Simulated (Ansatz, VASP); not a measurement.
Ir in VASP and in Ansatz

INCAR

```
PREC     = Accurate       # precision mode
ENCUT    = 520            # plane-wave cutoff, eV
EDIFF    = 1E-7           # SCF threshold, eV
ISMEAR   = 1              # smearing method
SIGMA    = 0.1            # smearing width, eV
LREAL    = False          # projectors in reciprocal space
LASPH    = True           # aspherical terms in the spheres
NELM     = 80             # most SCF steps
ALGO     = Normal         # electronic algorithm
ISIF     = 2              # what is computed and relaxed
LWAVE    = False          # write WAVECAR
LCHARG   = False          # write CHGCAR
GGA      = PS             # functional
NBANDS   = 10             # bands
```

KPOINTS

```
Automatic mesh
0
Gamma
  7 7 7
```

POSCAR

```
Ir
1.0
    0.0052487188      1.9076789077      2.0263059629
    1.9042231672      0.0373720800      1.9941826018
    1.9269609377      1.8983033336      0.0146242929
Ir
1
Direct
    0.0000000000      0.0000000000      0.0000000000
```

Input for Ansatz:

```yaml
crystal:
  lattice:
    - [0.005248718818075595, 1.9076789076742655, 2.0263059629461537]
    - [1.904223167231067, 0.03737207998137414, 1.994182601782855]
    - [1.9269609376834174, 1.8983033336022832, 0.014624292890057957]
  atoms:
    - { symbol: Ir, position: [0.0, 0.0, 0.0] }
basis:
  ecutwfc: 540.0
  xc_grid: 2
kpoints:
  mp_grid:
    grid: [7, 7, 7]
hamiltonian:
  xc: pbesol
scf:
  convergence:
    dr2_threshold: 1.0e-09
  occupations:
    method: cold
output:
  forces: true
  stress: true
```

Alike in both runs: task single point; functional PBEsol; k mesh 7 × 7 × 7; no spin polarisation.

|  | VASP | Ansatz |
| --- | --- | --- |
| version | VASP 6.6.1 | Ansatz 0.2.0 |
| potentials or method | VASP PAW PBE potentials, release 64 (Ir), cutoff 520 eV | plane waves, PAW |
| occupations | methfessel-paxton of order 1, width 0.1 eV | cold |
| valence electrons in the cell | 9 | 17 |

```tsv
	VASP	Ansatz	Ansatz less VASP
pressure (GPa)	-9.3	-10.1	-0.84
traceless stress, the component that is largest in VASP (GPa)	-11.76	-11.93	-0.170
```

VASP's potentials were made for PBE, not for PBEsol. VASP's potentials hold 9 valence electrons a cell and Ansatz's 17, so a difference there can come from the potentials and not from the codes. Ansatz's warnings: stress scf threshold loose.

The k mesh is coarse, so the values compare programs but aren't converged. Neither program's run includes spin-orbit coupling.
